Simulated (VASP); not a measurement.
# PbF2 (Fm-3m) in VASP: further runs

The runs below take PbF2 through single point, with PBE, r2SCAN.

All numbers are computed with VASP 6.6.1; they aren't measurements. Logs are shortened: lines on timing, memory, paths and dates and some standing lists are left out, and cuts for length are marked.

### Step 1. The cell of the first run

Symmetry: Fm-3m, No. 225, cubic system. Conventional cell: a = 5.959 Å, b = 5.959 Å, c = 5.959 Å, α = 90.00°, β = 90.00°, γ = 90.00°. Within 3.4 Å of Pb (site symmetry m-3m) lie 8 F at 2.58 Å. F (site symmetry -43m) has 4 Pb at 2.58 Å and 6 F at 2.98 Å within 3.4 Å.

### Step 2. Single point, PBE

INCAR reads:

```
PREC     = Accurate       # precision mode
ENCUT    = 520            # plane-wave cutoff, eV
EDIFF    = 1E-6           # SCF threshold, eV
ISMEAR   = 0              # smearing method
SIGMA    = 0.05           # smearing width, eV
LREAL    = False          # projectors in reciprocal space
LASPH    = True           # aspherical terms in the spheres
NELM     = 60             # most SCF steps
ALGO     = Normal         # electronic algorithm
ISIF     = 2              # what is computed and relaxed
LWAVE    = False          # write WAVECAR
LCHARG   = True           # write CHGCAR
GGA      = PE             # functional
LELF     = True           # ELF
LVHAR    = True         
NBANDS   = 21             # bands
```

KPOINTS reads:

```
Automatic mesh
0
Gamma
  6 6 6
```

POSCAR reads:

```
PbF2
1.0
    0.0000000000      2.9797152037      2.9797152037
    2.9797152037      0.0000000000      2.9797152037
    2.9797152037      2.9797152037      0.0000000000
Pb F
1 2
Direct
    0.0000000000      0.0000000000      0.0000000000
    0.2500000000      0.2500000000      0.2500000000
    0.7500000000      0.7500000000      0.7500000000
```

Potentials or basis: VASP PAW PBE potentials, release 64 (Pb_d, F).

On the command line:

```console
> cat potpaw_PBE.64/Pb_d/POTCAR potpaw_PBE.64/F/POTCAR > POTCAR
> mpirun -np 1 vasp_std > vasp.out
```

OUTCAR:

```text
PREC = Accurate
   ENCUT = 520
   EDIFF = 1E-6
   ISMEAR = 0
   LREAL = False
   LASPH = True
   NELM = 60
   ISIF = 2
   GGA = PE

 ion  position               nearest neighbor table
   1  0.000  0.000  0.000-   3 2.58   3 2.58   3 2.58   2 2.58   3 2.58   2 2.58   2 2.58   2 2.58

   2  0.250  0.250  0.250-   1 2.58   1 2.58   1 2.58   1 2.58
   3  0.750  0.750  0.750-   1 2.58   1 2.58   1 2.58   1 2.58

  LATTYP: Found a face centered cubic cell.
 ALAT       =     5.9594304074

  Lattice vectors:

 A1 = (   0.0000000000,   2.9797152037,   2.9797152037)
 A2 = (   2.9797152037,   0.0000000000,   2.9797152037)
 A3 = (   2.9797152037,   2.9797152037,   0.0000000000)

Analysis of symmetry for initial positions (statically):
=====================================================================
 Subroutine PRICEL returns:
 Original cell was already a primitive cell.

 Routine SETGRP: Setting up the symmetry group for a
 face centered cubic supercell.

 Subroutine GETGRP returns: Found 48 space group operations
 (whereof 48 operations were pure point group operations)
 out of a pool of 48 trial point group operations.

The static configuration has the point symmetry O_h .

Analysis of symmetry for dynamics (positions and initial velocities):
=====================================================================
 Subroutine PRICEL returns:
 Original cell was already a primitive cell.

 Routine SETGRP: Setting up the symmetry group for a
 face centered cubic supercell.

 Subroutine GETGRP returns: Found 48 space group operations
 (whereof 48 operations were pure point group operations)
 out of a pool of 48 trial point group operations.

The dynamic configuration has the point symmetry O_h .

 Subroutine INISYM returns: Found 48 space group operations
 (whereof 48 operations are pure point group operations),
 and found     1 'primitive' translations

----------------------------------------------------------------------------------------

                                     Primitive cell

  volume of cell :      52.9120

  direct lattice vectors                    reciprocal lattice vectors
     0.000000000  2.979715204  2.979715204    -0.167801272  0.167801272  0.167801272
     2.979715204  0.000000000  2.979715204     0.167801272 -0.167801272  0.167801272
     2.979715204  2.979715204  0.000000000     0.167801272  0.167801272 -0.167801272

[... 65 lines left out ...]
   NGXF,Y,Z  is equivalent  to a cutoff of  25.25, 25.25, 25.25 a.u.
 SYSTEM =  unknown system
   PREC   = accura    normal or accurate (medium, high low for compatibility)
   ISTART =      0    job   : 0-new  1-cont  2-samecut
   ICHARG =      2    charge: 1-file 2-atom 10-const
   ISPIN  =      1    spin polarized calculation?
   LNONCOLLINEAR =      F non collinear calculations
   LSORBIT =      F    spin-orbit coupling
   LASPH  =      T    aspherical Exc in radial PAW
   ENCUT  =  520.0 eV  38.22 Ry    6.18 a.u.   7.84  7.84  7.84*2*pi/ulx,y,z
   NELM   =     60;   NELMIN=  2; NELMDL= -5     # of ELM steps
   EDIFF  = 0.1E-05   stopping-criterion for ELM
   LREAL  =      F    real-space projection
[... 7 lines left out ...]
   TEBEG  =    0.0;   TEEND  =   0.0 temperature during run
   PSTRESS=    0.0 pullay stress
   NELECT =      28.0000    total number of electrons
   NUPDOWN=      -1.0000    fix difference up-down
   EMIN   =  10.00;   EMAX   =-10.00  energy-range for DOS
   EFERMI =   0.00;   METHOD = LEGACY
   ISMEAR =     0;   SIGMA  =   0.05  broadening in eV -4-tet -1-fermi 0-gaus
   EFERMI_NEDOS =   21; number of points for ismear=-14 and -15
   IALGO  =     38    algorithm
   IMIX   =      4    mixing-type and parameters
     AMIX     =   0.40;   BMIX     =  1.00
     AMIX_MAG =   1.60;   BMIX_MAG =  1.00
  volume/ion in A,a.u.               =      17.64       119.02
  Fermi-wavevector in a.u.,A,eV,Ry     =   1.324167  2.502313 23.856703  1.753418
  Thomas-Fermi vector in A             =   2.453722
   LORBIT       =      0    0 simple, 1 ext, 2 COOP (PROOUT), +10 PAW based schemes
   GGA     = PE    functional components
   LHFCALC =     F    Hartree Fock is set to
   AEXX    =    0.0000 exact exchange contribution
   IVDW    =     0    specifies the selected vdW correction
   LEPSILON=     F    determine dielectric tensor
   LRPA    =     F    only Hartree local field effects (RPA)
 non-spin polarized calculation
 Gauss-broadening in eV      SIGMA  =   0.05
  energy-cutoff  :      520.00
  volume of cell :       52.91
 maximum number of plane-waves:      1458
   NGX = 15   NGY = 15   NGZ = 15

 number of electron      28.0000018 magnetization

 Free energy of the ion-electron system (eV)
  ---------------------------------------------------
  ext. energy  EPLUGINS =         0.00000000
  ---------------------------------------------------
  free energy    TOTEN  =       -14.34548983 eV

  energy without entropy =      -14.34548983  energy(sigma->0) =      -14.34548983

 E-fermi :   1.9125     XC(G=0):  -9.3257

 val. band max:        1.6721575249   @ k =  -0.3333   0.3333   0.1667
 cond. band min:       6.1092605524   @ k =   0.5000   0.5000   0.0000
 fundamental gap:      4.4371030275
 Fermi energy:         1.9124575535

 k-point     1 :       0.0000    0.0000    0.0000
  band No.  band energies     occupation
      1     -19.2751      2.00000
      2     -18.6820      2.00000
      3     -12.7280      2.00000
      4     -12.7280      2.00000
      5     -12.7280      2.00000
      6     -12.6781      2.00000
[... 373 lines left out ...]
     20      16.9672      0.00000
     21      18.3026      0.00000

------------------------ aborting loop because EDIFF is reached ----------------------------------------

  FORCE on cell =-STRESS in cart. coord.  units (eV):
  Direction    XX          YY          ZZ          XY          YZ          ZX
  --------------------------------------------------------------------------------------
  -------------------------------------------------------------------------------------
  Total        0.4117040      0.4117040      0.4117040     -0.0000000      0.0000000      0.0000000
  in kB       12.4664086     12.4664086     12.4664086     -0.0000000      0.0000000      0.0000000
  external PRESSURE =      12.4664086 kB  Pullay stress =       0.0000000 kB

 VOLUME and BASIS-vectors are now :
 -----------------------------------------------------------------------------
  energy-cutoff  :      520.00
  volume of cell :       52.91
      direct lattice vectors                 reciprocal lattice vectors
     0.000000000  2.979715204  2.979715204    -0.167801272  0.167801272  0.167801272
     2.979715204  0.000000000  2.979715204     0.167801272 -0.167801272  0.167801272
     2.979715204  2.979715204  0.000000000     0.167801272  0.167801272 -0.167801272

 POSITION                                       TOTAL-FORCE (eV/Angst)
 -----------------------------------------------------------------------------------
      0.00000      0.00000      0.00000        -0.000000     -0.000000     -0.000000
      1.48986      1.48986      1.48986         0.000000      0.000000      0.000000
      4.46957      4.46957      4.46957        -0.000000     -0.000000     -0.000000
 -----------------------------------------------------------------------------------
    total drift:                                0.000000     -0.000000      0.000000

  FREE ENERGIE OF THE ION-ELECTRON SYSTEM (eV)
  ---------------------------------------------------
  free  energy   TOTEN  =       -14.3454898276 eV

  energy  without entropy=      -14.3454898276  energy(sigma->0) =      -14.34548983
```

stdout:

```text
POSCAR found type information on POSCAR PbF
 POSCAR found :  2 types and       3 ions
 scaLAPACK will be used
 LDA part: xc-table for (Slater+PW92), standard interpolation
 POSCAR, INCAR and KPOINTS ok, starting setup
 FFT: planning ... GRIDC
 FFT: planning ... GRID_SOFT
 FFT: planning ... GRID
 WAVECAR not read
 entering main loop
```

Wall time 11 s (1 thread of AMD EPYC 9R45 (Zen 5), shared host); peak memory 0.15 GiB.

Results:

* Free energy: -14.3455 eV
* Pressure: 1.2 GPa
* Band gap on the k mesh: 4.44 eV (least direct gap 4.56 eV)

Levels at points of the mesh, in eV from the valence-band top:
```tsv
k point	band 11	band 12	band 13	band 14	band 15	band 16	band 17	band 18
(0.00, 0.00, 0.00)	-2.35	-1.86	-1.86	-1.86	6.78	6.78	6.78	10.62
(0.50, 0.00, 0.00)	-2.54	-2.03	-2.03	0.00	5.05	7.64	7.64	13.21
(0.50, 0.50, 0.00)	-1.45	-1.45	-1.44	-0.13	4.44	7.86	7.86	9.02
```

Caveat: spin-orbit coupling is left out, which moves the levels of the heavy elements.

### Step 3. Single point, PBE (17.81 Å³/atom)

This run uses another cell than the first one, of 17.81 Å³/atom.

INCAR reads:

```
SYSTEM = PbF2
PREC     = Accurate       ! precision mode
ENCUT    = 520            ! plane-wave cutoff, eV
EDIFF    = 1E-6           ! SCF threshold, eV
ISMEAR   = 0              ! smearing method
SIGMA    = 0.05           ! smearing width, eV
LREAL    = .FALSE.        ! projectors in reciprocal space
LASPH    = .TRUE.         ! aspherical terms in the spheres
NELM     = 60             ! most SCF steps
ALGO     = Normal         ! electronic algorithm
ISIF     = 2              ! what is computed and relaxed
LWAVE    = .FALSE.        ! write WAVECAR
LCHARG   = .TRUE.         ! write CHGCAR
GGA      = PE             ! functional
LELF     = .TRUE.         ! ELF
LVHAR    = .TRUE.       
NBANDS   = 21             ! bands
```

KPOINTS reads:

```
regular mesh
0
G
  6 6 6
  0 0 0
```

POSCAR reads:

```
PbF2
1.0
    0.0000000000      2.9892758596      2.9892758596
    2.9892758596      0.0000000000      2.9892758596
    2.9892758596      2.9892758596      0.0000000000
Pb F
1 2
Direct
    0.0000000000      0.0000000000      0.0000000000
    0.2500000000      0.2500000000      0.2500000000
    0.7500000000      0.7500000000      0.7500000000
```

Potentials or basis: VASP PAW PBE potentials, release 64 (Pb_d, F).

On the command line:

```console
> cat potpaw_PBE.64/Pb_d/POTCAR potpaw_PBE.64/F/POTCAR > POTCAR
> mpirun -np 1 vasp_std > vasp.out
```

Wall time 11 s (1 thread of AMD EPYC 9R45 (Zen 5), shared host); peak memory 0.14 GiB.

It converged, with:

* Free energy: -14.3492 eV
* Pressure: 0.6 GPa
* Band gap on the k mesh: 4.43 eV (least direct gap 4.56 eV)

Levels at points of the mesh, in eV from the valence-band top:
```csv
k point,band 10,band 11,band 12,band 13,band 14,band 15,band 16,band 17,band 18,band 19
"(0.00, 0.00, 0.00)",-2.29,-2.29,-1.80,-1.80,-1.80,6.76,6.76,6.76,10.59,15.11
"(0.50, 0.00, 0.00)",-2.48,-2.48,-1.97,-1.97,0.00,5.04,7.60,7.60,13.19,13.71
"(0.50, 0.50, 0.00)",-3.32,-1.40,-1.40,-1.39,-0.13,4.43,7.82,7.82,9.03,14.11
```

Caveat: spin-orbit coupling is left out, which moves the levels of the heavy elements. A k mesh can miss the band edges.

### Step 4. Single point, PBE (18.01 Å³/atom)

This run uses another cell than the first one, of 18.01 Å³/atom.

INCAR reads:

```
SYSTEM = PbF2
ALGO     = Normal         ! electronic algorithm
EDIFF    = 1E-6           ! SCF threshold, eV
ENCUT    = 520            ! plane-wave cutoff, eV
GGA      = PE             ! functional
ISIF     = 2              ! what is computed and relaxed
ISMEAR   = 0              ! smearing method
LASPH    = .True.         ! aspherical terms in the spheres
LCHARG   = .False.        ! write CHGCAR
LREAL    = .False.        ! projectors in reciprocal space
LWAVE    = .False.        ! write WAVECAR
NBANDS   = 21             ! bands
NELM     = 80             ! most SCF steps
PREC     = Accurate       ! precision mode
SIGMA    = 0.05           ! smearing width, eV
```

KPOINTS reads:

```
k-points
0
Gamma
  6 6 6
  0 0 0
```

POSCAR reads:

```
PbF2
1.0
    0.0000000000      3.0003965140      3.0003965140
    3.0003965140      0.0000000000      3.0003965140
    3.0003965140      3.0003965140      0.0000000000
Pb F
1 2
Direct
    0.0000000000      0.0000000000      0.0000000000
    0.2500000000      0.2500000000      0.2500000000
    0.7500000000      0.7500000000      0.7500000000
```

On the command line:

```console
> cat potpaw_PBE.64/Pb_d/POTCAR potpaw_PBE.64/F/POTCAR > POTCAR
> mpirun -np 1 vasp_std > vasp.out
```

Run time: 10 s. Hardware: 1 thread of AMD EPYC 9R45 (Zen 5), shared host; peak memory 0.15 GiB.

Results (log left out):

| Quantity | Value |
| --- | --- |
| Free energy | -14.3509 eV |
| Pressure | -0.2 GPa |
| Band gap on the k mesh | 4.43 eV (least direct gap 4.56 eV) |

Levels at points of the mesh, in eV from the valence-band top:
| k point | band 11 | band 12 | band 13 | band 14 | band 15 | band 16 | band 17 | band 18 |
| --- | --- | --- | --- | --- | --- | --- | --- | --- |
| (0.00, 0.00, 0.00) | -2.23 | -1.74 | -1.74 | -1.74 | 6.74 | 6.74 | 6.74 | 10.55 |
| (0.50, 0.00, 0.00) | -2.41 | -1.91 | -1.91 | 0.00 | 5.04 | 7.56 | 7.56 | 13.17 |
| (0.50, 0.50, 0.00) | -1.35 | -1.35 | -1.34 | -0.13 | 4.43 | 7.77 | 7.77 | 9.05 |

Caveat: spin-orbit coupling is left out, which moves the levels of the heavy elements.

### Step 5. Single point, r2SCAN (16.61 Å³/atom)

This run uses another cell than the first one, of 16.61 Å³/atom.

POSCAR reads:

```
PbF2
1.0
    0.0000000000      2.9204480649      2.9204480649
    2.9204480649      0.0000000000      2.9204480649
    2.9204480649      2.9204480649      0.0000000000
Pb F
1 2
Direct
    0.0000000000      0.0000000000      0.0000000000
    0.2500000000      0.2500000000      0.2500000000
    0.7500000000      0.7500000000      0.7500000000
```

INCAR.step1 reads:

```
SYSTEM = PbF2
ALGO = Normal ; EDIFF = 1E-4
ENCUT = 520 ; GGA = PE
ISMEAR = 0 ; LASPH = .TRUE.
LCHARG = .FALSE. ; LREAL = .FALSE.
LWAVE = .TRUE. ; NBANDS = 21
NELM = 100 ; PREC = Accurate
SIGMA = 0.05
```

INCAR.step2 reads:

```
SYSTEM = PbF2
ALGO = Normal ; EDIFF = 1E-7
ENCUT = 520 ; ISIF = 2
ISMEAR = 0 ; ISTART = 1
LASPH = .TRUE. ; LCHARG = .FALSE.
LMIXTAU = .TRUE. ; LREAL = .FALSE.
LWAVE = .FALSE. ; METAGGA = R2SCAN
NBANDS = 21 ; NELM = 100
PREC = Accurate ; SIGMA = 0.05
```

KPOINTS reads:

```
k-points
0
G
  8 8 8
  0 0 0
```

On the command line:

```console
> cat potpaw_PBE.64/Pb_d/POTCAR potpaw_PBE.64/F/POTCAR > POTCAR
> cp INCAR.step1 INCAR
> mpirun -np 1 vasp_std > vasp.out
> cp INCAR.step2 INCAR
> mpirun -np 1 vasp_std > vasp.out
```

Wall time 83 s (1 thread of AMD EPYC 9R45 (Zen 5), shared host); peak memory 0.17 GiB.

Results (log left out):

```yaml
Free_energy: -70.1368 eV
Pressure: 3.4 GPa
Band_gap_on_the_k_mesh: 4.91 eV (least direct gap 5.06 eV)
```

Levels at points of the mesh, in eV from the valence-band top:
```csv
k point,band 11,band 12,band 13,band 14,band 15,band 16,band 17,band 18
"(0.00, 0.00, 0.00)",-2.97,-2.45,-2.45,-2.45,7.32,7.32,7.32,10.77
"(0.50, 0.00, 0.00)",-3.18,-2.63,-2.63,-0.09,5.34,8.37,8.37,13.52
"(0.50, 0.50, 0.00)",-2.02,-2.00,-2.00,-0.15,4.91,8.60,8.60,8.95
```

Caveat: the cell stands under pressure; the PAW data sets were made with another functional, which shifts forces and pressure a little; spin-orbit coupling is left out, which moves the levels of the heavy elements. A k mesh can miss the band edges.

### Step 6. The runs side by side

| level | cell | k mesh | gap on the mesh (eV) | pressure (GPa) |
| --- | --- | --- | --- | --- |
| PBE | a = 4.214 Å, angles 60.0°, 3 atoms | 6 × 6 × 6 | 4.44 | 1.2 |
| PBE | a = 4.227 Å, angles 60.0°, 3 atoms | 6 × 6 × 6 | 4.43 | 0.6 |
| PBE | a = 4.243 Å, angles 60.0°, 3 atoms | 6 × 6 × 6 | 4.43 | -0.2 |
| r2SCAN | a = 4.130 Å, angles 60.0°, 3 atoms | 8 × 8 × 8 | 4.91 | 3.4 |

Alike in all rows: task single point; potentials or basis VASP PAW PBE potentials, release 64 (Pb_d, F); no spin polarisation; cutoff (eV) 520; smearing gaussian 0.05 eV.

Caveats: spin-orbit coupling is left out, which moves the levels of the heavy elements; the cell stands under pressure (at least some runs); the PAW data sets were made with another functional, which shifts forces and pressure a little (at least some runs).

Absolute energies hang on the potentials; compare differences alone.
